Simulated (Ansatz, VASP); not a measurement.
One calculation of Nb, two programs

The input INCAR:

```
SYSTEM = Nb
PREC = Accurate ; ENCUT = 520
EDIFF = 1E-6 ; ISMEAR = 0
SIGMA = 0.15 ; LREAL = .False.
LASPH = .True. ; NELM = 100
ALGO = Fast ; ISIF = 2
LWAVE = .False. ; LCHARG = .False.
GGA = PS ; NBANDS = 12
```

The input KPOINTS:

```
Automatic mesh
0
Gamma
  20 20 20
  0 0 0
```

POSCAR

```
Nb
1.0
   -1.7138685000      1.7138685000      1.6639500000
    1.7138685000     -1.7138685000      1.6639500000
    1.7138685000      1.7138685000     -1.6639500000
Nb
1
Direct
    0.0000000000      0.0000000000      0.0000000000
```

Input for Ansatz:

```yaml
crystal:
  lattice:
    - [-1.7138685, 1.7138685, 1.66395]
    - [1.7138685, -1.7138685, 1.66395]
    - [1.7138685, 1.7138685, -1.66395]
  atoms:
    - { symbol: Nb, position: [0.0, 0.0, 0.0] }
basis:
  ecutwfc: 420
kpoints:
  mp_grid: { grid: [20, 20, 20] }
hamiltonian:
  xc: pbesol
scf:
  occupations: { method: gaussian, width: 0.15 }
output:
  forces: true
  stress: true
  eigenvalues: true
```

Change from the starting cell: strain +0.030 along x and y, +0.000 along z, atoms carried along.

Alike in both runs: task single point; functional PBEsol; k mesh 20 × 20 × 20; occupations gaussian, width 0.15 eV; no spin polarisation.

|  | VASP | Ansatz |
| --- | --- | --- |
| version | VASP 6.6.1 | Ansatz 0.2.0 |
| potentials or method | VASP PAW PBE potentials, release 64 (Nb_sv), cutoff 520 eV | scalar-relativistic, plane waves, PAW |
| valence electrons in the cell | 13 | 13 |

Ansatz gave:

* gap on the k mesh at the Fermi level (eV): none
* pressure (GPa): -16.2
* traceless stress, the component that is largest in VASP (GPa): 1.63

Task: Which values does VASP return?

Result: gap on the k mesh at the Fermi level (eV): none; pressure (GPa): -16.5; traceless stress, the component that is largest in VASP (GPa): 1.62.

VASP's potentials were made for PBE, not for PBEsol. A gap of «none» marks a metal or a gap that the smearing closes.
